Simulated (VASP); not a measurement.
# Ge (Im-3m) in VASP: notebook

The runs below take Ge through single point, with LDA.

All numbers are computed with VASP 6.6.1; they aren't measurements. Logs are shortened: lines on timing, memory, paths and dates and some standing lists are left out, and cuts for length are marked.

## 1. The cell of the first run

Symmetry: Im-3m, No. 229, cubic system. Conventional cell: a = 2.483 Å, b = 2.483 Å, c = 2.483 Å, α = 90.00°, β = 90.00°, γ = 90.00°. Ge (site symmetry m-3m) has 14 Ge at 2.15 to 2.48 Å within 2.8 Å.

## 2. Single point, LDA (volume scaled by 0.428, to set the pressure)

INCAR reads:

```
SYSTEM = Ge
PREC = Accurate
ENCUT = 500
EDIFF = 1E-6
ISMEAR = -1
SIGMA = 0.1
LREAL = .False.
LASPH = .True.
NELM = 120
ALGO = Normal
ISIF = 2
LWAVE = .False.
LCHARG = .True.
GGA = CA
LELF = .True.
LVHAR = .True.
NBANDS = 13
GGA_COMPAT = .False.
```

KPOINTS reads:

```
regular mesh
0
Gamma
  21 21 21
  0 0 0
```

POSCAR reads:

```
Ge
1.0
   -1.2414221446      1.2414221446      1.2414221446
    1.2414221446     -1.2414221446      1.2414221446
    1.2414221446      1.2414221446     -1.2414221446
Ge
1
Direct
    0.0000000000      0.0000000000      0.0000000000
```

Potentials or basis: VASP PAW LDA potentials, release 64 (Ge_d).

Run with:

```sh
> cat potpaw_LDA.64/Ge_d/POTCAR > POTCAR
> mpirun -np 1 vasp_std > vasp.out
```

OUTCAR:

```text
SYSTEM = Ge
   PREC = Accurate
   ENCUT = 500
   EDIFF = 1E-6
   ISMEAR = -1
   LREAL = .False.
   LASPH = .True.
   NELM = 120
   ISIF = 2
   GGA = CA

 ion  position               nearest neighbor table
   1  0.000  0.000  0.000-

  LATTYP: Found a body centered cubic cell.
 ALAT       =     2.4828442892

  Lattice vectors:

 A1 = (  -1.2414221446,   1.2414221446,   1.2414221446)
 A2 = (   1.2414221446,  -1.2414221446,   1.2414221446)
 A3 = (   1.2414221446,   1.2414221446,  -1.2414221446)

Analysis of symmetry for initial positions (statically):
=====================================================================
 Subroutine PRICEL returns:
 Original cell was already a primitive cell.

 Routine SETGRP: Setting up the symmetry group for a
 body centered cubic supercell.

 Subroutine GETGRP returns: Found 48 space group operations
 (whereof 48 operations were pure point group operations)
 out of a pool of 48 trial point group operations.

The static configuration has the point symmetry O_h .

Analysis of symmetry for dynamics (positions and initial velocities):
=====================================================================
 Subroutine PRICEL returns:
 Original cell was already a primitive cell.

 Routine SETGRP: Setting up the symmetry group for a
 body centered cubic supercell.

 Subroutine GETGRP returns: Found 48 space group operations
 (whereof 48 operations were pure point group operations)
 out of a pool of 48 trial point group operations.

The dynamic configuration has the point symmetry O_h .

 Subroutine INISYM returns: Found 48 space group operations
 (whereof 48 operations are pure point group operations),
 and found     1 'primitive' translations

----------------------------------------------------------------------------------------

                                     Primitive cell

  volume of cell :       7.6528

  direct lattice vectors                    reciprocal lattice vectors
    -1.241422145  1.241422145  1.241422145     0.000000000  0.402763880  0.402763880
     1.241422145 -1.241422145  1.241422145     0.402763880  0.000000000  0.402763880
     1.241422145  1.241422145 -1.241422145     0.402763880  0.402763880  0.000000000

  length of vectors
     2.150206228  2.150206228  2.150206228     0.569594142  0.569594142  0.569594142

  position of ions in fractional coordinates (direct lattice)
     0.000000000  0.000000000  0.000000000
[... 81 lines left out ...]
   NFREE  =      0    steps in history (QN), initial steepest desc. (CG)
   ISIF   =      2    stress and relaxation
   ISYM   =      2    0-nonsym 1-usesym 2-fastsym
   POTIM  = 0.5000    time-step for ionic-motion
   TEBEG  =    0.0;   TEEND  =   0.0 temperature during run
   PSTRESS=    0.0 pullay stress
   NELECT =      14.0000    total number of electrons
   NUPDOWN=      -1.0000    fix difference up-down
   EMIN   =  10.00;   EMAX   =-10.00  energy-range for DOS
   EFERMI =   0.00;   METHOD = LEGACY
   ISMEAR =    -1;   SIGMA  =   0.10  broadening in eV -4-tet -1-fermi 0-gaus
   EFERMI_NEDOS =   21; number of points for ismear=-14 and -15
   IALGO  =     38    algorithm
   IMIX   =      4    mixing-type and parameters
     AMIX     =   0.40;   BMIX     =  1.00
     AMIX_MAG =   1.60;   BMIX_MAG =  1.00
  volume/ion in A,a.u.               =       7.65        51.64
  Fermi-wavevector in a.u.,A,eV,Ry     =   2.002218  3.783643 54.544081  4.008877
  Thomas-Fermi vector in A             =   3.017238
   LORBIT       =      0    0 simple, 1 ext, 2 COOP (PROOUT), +10 PAW based schemes
   GGA     = CA    functional components
   LHFCALC =     F    Hartree Fock is set to
   AEXX    =    0.0000 exact exchange contribution
   IVDW    =     0    specifies the selected vdW correction
   LEPSILON=     F    determine dielectric tensor
   LRPA    =     F    only Hartree local field effects (RPA)
 non-spin polarized calculation
  energy-cutoff  :      500.00
  volume of cell :        7.65
 maximum number of plane-waves:       206
   NGX =  7   NGY =  7   NGZ =  7

 number of electron      14.0000011 magnetization

 Free energy of the ion-electron system (eV)
  ---------------------------------------------------
  ext. energy  EPLUGINS =         0.00000000
  ---------------------------------------------------
  free energy    TOTEN  =         1.84233531 eV

  energy without entropy =        1.85110832  energy(sigma->0) =        1.84672181

 E-fermi :  21.7267     XC(G=0): -17.0619

 val. band max:       21.7221521085   @ k =  -0.3810   0.4286   0.2857
 cond. band min:      21.7277241829   @ k =  -0.4286   0.4286   0.3333
 fundamental gap:      0.0055720745
 Fermi energy:        21.7266955413

 k-point     1 :       0.0000    0.0000    0.0000
  band No.  band energies     occupation
      1      -5.5734      2.00000
      2      -5.5734      2.00000
      3      -5.5734      2.00000
      4      -4.7173      2.00000
      5      -4.7173      2.00000
      6      -3.1500      2.00000
      7      43.0552      0.00000
      8      43.0552      0.00000
      9      43.0552      0.00000
     10      45.4200      0.00000
     11      45.4200      0.00000
     12      45.4200      0.00000
     13      47.0905      0.00000
[... 354 lines left out ...]
  band No.  band energies     occupation
      1      -5.7737      2.00000
      2      -5.6508      2.00000
      3      -4.9760      2.00000
      4      -4.8631      2.00000
      5      -4.7103      2.00000
      6       0.2581      2.00000
      7      27.0274      0.00000
      8      31.3937      0.00000
      9      35.4429      0.00000
     10      40.7039      0.00000
     11      44.4391      0.00000
     12      46.2073      0.00000
     13      53.7314      0.00000

 [... further k-points ...]

------------------------ aborting loop because EDIFF is reached ----------------------------------------

  FORCE on cell =-STRESS in cart. coord.  units (eV):
  Direction    XX          YY          ZZ          XY          YZ          ZX
  --------------------------------------------------------------------------------------
  -------------------------------------------------------------------------------------
  Total       22.1375163     22.1375163     22.1375163      0.0000000      0.0000000      0.0000000
  in kB     4634.6935307   4634.6935307   4634.6935307      0.0000000      0.0000000      0.0000000
  external PRESSURE =    4634.6935307 kB  Pullay stress =       0.0000000 kB

 VOLUME and BASIS-vectors are now :
 -----------------------------------------------------------------------------
  energy-cutoff  :      500.00
  volume of cell :        7.65
      direct lattice vectors                 reciprocal lattice vectors
    -1.241422145  1.241422145  1.241422145     0.000000000  0.402763880  0.402763880
     1.241422145 -1.241422145  1.241422145     0.402763880  0.000000000  0.402763880
     1.241422145  1.241422145 -1.241422145     0.402763880  0.402763880  0.000000000

 POSITION                                       TOTAL-FORCE (eV/Angst)
 -----------------------------------------------------------------------------------
      0.00000      0.00000      0.00000         0.000000     -0.000000     -0.000000
 -----------------------------------------------------------------------------------
    total drift:                                0.000000      0.000000     -0.000000

  FREE ENERGIE OF THE ION-ELECTRON SYSTEM (eV)
  ---------------------------------------------------
  free  energy   TOTEN  =         1.8423353072 eV

  energy  without entropy=        1.8511083193  energy(sigma->0) =        1.84672181
```

OSZICAR:

```text
N       E                     dE             d eps       ncg     rms          rms(c)
DAV:   1     0.553217896747E+02    0.55322E+02   -0.60437E+03  9022   0.341E+03
DAV:   2     0.330152524834E+01   -0.52020E+02   -0.49182E+02  7896   0.366E+02
DAV:   3     0.148052228198E+01   -0.18210E+01   -0.18120E+01  8468   0.493E+01
DAV:   4     0.147352289309E+01   -0.69994E-02   -0.69988E-02  8499   0.298E+00
DAV:   5     0.147350424332E+01   -0.18650E-04   -0.18650E-04  8589   0.154E-01    0.625E+00
DAV:   6     0.171036812656E+01    0.23686E+00   -0.21450E-02  8764   0.159E+00    0.350E+00
DAV:   7     0.184236998320E+01    0.13200E+00   -0.46945E-02  8740   0.231E+00    0.301E-01
DAV:   8     0.184234055461E+01   -0.29429E-04   -0.31317E-04  9216   0.215E-01    0.747E-02
DAV:   9     0.184233514807E+01   -0.54065E-05   -0.82565E-06  9445   0.311E-02    0.155E-03
DAV:  10     0.184233530716E+01    0.15909E-06   -0.20312E-07  6458   0.145E-02
   1 F= 0.18423353E+01 E0= 0.18467218E+01  d E =-.877301E-02
```

It took 11 s on 1 thread of Intel Xeon 6975P-C, shared host; peak memory 0.13 GiB.

Results:

```
Free energy            : 1.8423 eV
Pressure               : 463.5 GPa
Band gap on the k mesh : zero (band 7 reaches 43.06 eV, above the bottom of band 8 at 16.25 eV)
```

Levels at points of the mesh, in eV from the Fermi level:
```
           k point  band 3  band 4  band 5  band 6  band 7  band 8  band 9  band 10  band 11  band 12
(0.00, 0.00, 0.00)  -27.30  -26.44  -26.44  -24.88   21.33   21.33   21.33    23.69    23.69    23.69
```

Caveat: the cell differs from its parent crystal (volume scaled by 0.428, to set the pressure).

## 3. Single point, LDA

This run uses another cell than the first one, of 7.63 Å³/atom, 0.998 times its volume.

INCAR reads:

```
SYSTEM = Ge
PREC = Accurate ; ENCUT = 520
EDIFF = 1E-7 ; ISMEAR = -1
SIGMA = 0.1 ; LREAL = .FALSE.
LASPH = .TRUE. ; NELM = 60
ALGO = Normal ; ISIF = 2
LWAVE = .FALSE. ; LCHARG = .FALSE.
GGA = CA ; NBANDS = 13
```

KPOINTS reads:

```
Automatic mesh
0
G
  21 21 21
  0 0 0
```

POSCAR reads:

```
Ge
1.0
   -1.2404383939      1.2404383939      1.2404383939
    1.2404383939     -1.2404383939      1.2404383939
    1.2404383939      1.2404383939     -1.2404383939
Ge
1
Direct
    0.0000000000      0.0000000000      0.0000000000
```

Potentials or basis: VASP PAW LDA potentials, release 64 (Ge_d).

Run with:

```sh
> cat potpaw_LDA.64/Ge_d/POTCAR > POTCAR
> mpirun -np 1 vasp_std > vasp.out
```

OUTCAR:

```text
SYSTEM = Ge
   PREC = Accurate
   ENCUT = 520
   EDIFF = 1E-7
   ISMEAR = -1
   LREAL = .FALSE.
   LASPH = .TRUE.
   NELM = 60
   ISIF = 2
   GGA = CA

 ion  position               nearest neighbor table
   1  0.000  0.000  0.000-

  LATTYP: Found a body centered cubic cell.
 ALAT       =     2.4808767878

  Lattice vectors:

 A1 = (  -1.2404383939,   1.2404383939,   1.2404383939)
 A2 = (   1.2404383939,  -1.2404383939,   1.2404383939)
 A3 = (   1.2404383939,   1.2404383939,  -1.2404383939)

Analysis of symmetry for initial positions (statically):
[... 552 lines left out ...]
      6       0.2810      2.00000
      7      27.0942      0.00000
      8      31.4676      0.00000
      9      35.5245      0.00000
     10      40.7820      0.00000
     11      44.5335      0.00000
     12      46.3000      0.00000
     13      53.8377      0.00000

 [... further k-points ...]
[... 5 lines left out ...]
  --------------------------------------------------------------------------------------
  -------------------------------------------------------------------------------------
  Total       22.2647335     22.2647335     22.2647335     -0.0000000     -0.0000000     -0.0000000
  in kB     4672.4266488   4672.4266488   4672.4266488     -0.0000000     -0.0000000     -0.0000000
  external PRESSURE =    4672.4266488 kB  Pullay stress =       0.0000000 kB

 VOLUME and BASIS-vectors are now :
 -----------------------------------------------------------------------------
  energy-cutoff  :      520.00
  volume of cell :        7.63
      direct lattice vectors                 reciprocal lattice vectors
    -1.240438394  1.240438394  1.240438394     0.000000000  0.403083299  0.403083299
     1.240438394 -1.240438394  1.240438394     0.403083299  0.000000000  0.403083299
     1.240438394  1.240438394 -1.240438394     0.403083299  0.403083299  0.000000000

 POSITION                                       TOTAL-FORCE (eV/Angst)
 -----------------------------------------------------------------------------------
      0.00000      0.00000      0.00000        -0.000000      0.000000     -0.000000
 -----------------------------------------------------------------------------------
    total drift:                                0.000000      0.000000     -0.000000

  FREE ENERGIE OF THE ION-ELECTRON SYSTEM (eV)
  ---------------------------------------------------
  free  energy   TOTEN  =         1.8951838497 eV

  energy  without entropy=        1.9039548204  energy(sigma->0) =        1.89956934
```

OSZICAR:

```text
N       E                     dE             d eps       ncg     rms          rms(c)
DAV:   1     0.544670084757E+02    0.54467E+02   -0.61299E+03  9103   0.344E+03
DAV:   2     0.330039041454E+01   -0.51167E+02   -0.48276E+02  7881   0.358E+02
DAV:   3     0.152950624391E+01   -0.17709E+01   -0.17626E+01  8493   0.493E+01
DAV:   4     0.152274046511E+01   -0.67658E-02   -0.67652E-02  8519   0.292E+00
DAV:   5     0.152272310354E+01   -0.17362E-04   -0.17361E-04  8534   0.149E-01    0.628E+00
DAV:   6     0.176195020053E+01    0.23923E+00   -0.21679E-02  8888   0.161E+00    0.352E+00
DAV:   7     0.189522446958E+01    0.13327E+00   -0.47518E-02  8725   0.235E+00    0.304E-01
DAV:   8     0.189518885395E+01   -0.35616E-04   -0.30509E-04  9507   0.209E-01    0.749E-02
DAV:   9     0.189518374349E+01   -0.51105E-05   -0.83988E-06  9526   0.312E-02    0.168E-03
DAV:  10     0.189518384615E+01    0.10265E-06   -0.12850E-07  7088   0.107E-02    0.795E-04
DAV:  11     0.189518384973E+01    0.35884E-08   -0.14183E-08  5298   0.226E-03
   1 F= 0.18951838E+01 E0= 0.18995693E+01  d E =-.877097E-02
```

stdout:

```text
POSCAR found type information on POSCAR Ge
 POSCAR found :  1 types and       1 ions
 scaLAPACK will be used
 LDA part: xc-table for (Slater(with rela. corr.)+CA(PZ))
 , standard interpolation
 POSCAR, INCAR and KPOINTS ok, starting setup
 FFT: planning ... GRIDC
 FFT: planning ... GRID_SOFT
 FFT: planning ... GRID
 WAVECAR not read
 entering main loop
```

It took 12 s on 1 thread of Intel Xeon Platinum 8488C (Sapphire Rapids), shared host; peak memory 0.13 GiB.

Results:

* Free energy: 1.8952 eV
* Pressure: 467.2 GPa
* Band gap on the k mesh: zero (band 7 reaches 43.12 eV, above the bottom of band 8 at 16.31 eV)

## 4. Single point, LDA

This run uses another cell than the first one, of 17.88 Å³/atom, 2.336 times its volume.

INCAR reads:

```
ALGO = Normal ; EDIFF = 1E-6
ENCUT = 520 ; ISIF = 2
ISMEAR = -1 ; LASPH = T
LCHARG = F ; LREAL = F
LWAVE = F ; NBANDS = 13
NELM = 60 ; PREC = Accurate
SIGMA = 0.1
```

KPOINTS reads:

```
k-points
0
Gamma
  21 21 21
```

POSCAR reads:

```
Ge
1.0
   -1.6472957012      1.6472957012      1.6472957012
    1.6472957012     -1.6472957012      1.6472957012
    1.6472957012      1.6472957012     -1.6472957012
Ge
1
Direct
    0.0000000000      0.0000000000      0.0000000000
```

Run with:

```sh
> cat potpaw_LDA.64/Ge_d/POTCAR > POTCAR
> mpirun -np 1 vasp_std > vasp.out
```

Run time: 40 s. Hardware: 1 thread of Intel Xeon Platinum 8488C (Sapphire Rapids), shared host; peak memory 0.17 GiB.

The run converged. Its results:

```yaml
Free_energy: -4.8905 eV
Pressure: 0.2 GPa
Band_gap_on_the_k_mesh: zero (band 7 reaches 16.67 eV, above the bottom of band 8 at 3.89 eV)
```

Levels at points of the mesh, in eV from the Fermi level:
| k point | band 3 | band 4 | band 5 | band 6 | band 7 | band 8 | band 9 | band 10 | band 11 | band 12 |
| --- | --- | --- | --- | --- | --- | --- | --- | --- | --- | --- |
| (0.00, 0.00, 0.00) | -24.82 | -24.72 | -24.72 | -13.59 | 9.60 | 9.60 | 9.60 | 15.46 | 15.46 | 15.46 |

## 5. Summary

```tsv
cell	cutoff (eV)	gap on the mesh (eV)	pressure (GPa)
a = 2.150 Å, angles 109.5°, 1 atom	500	none	463.5
a = 2.149 Å, angles 109.5°, 1 atom	520	none	467.2
a = 2.853 Å, angles 109.5°, 1 atom	520	none	0.2
```

Alike in all rows: task single point; level LDA; potentials or basis VASP PAW LDA potentials, release 64 (Ge_d); no spin polarisation; k mesh 21 × 21 × 21; smearing fermi-dirac 0.1 eV.

Absolute energies hang on the potentials; compare differences alone.
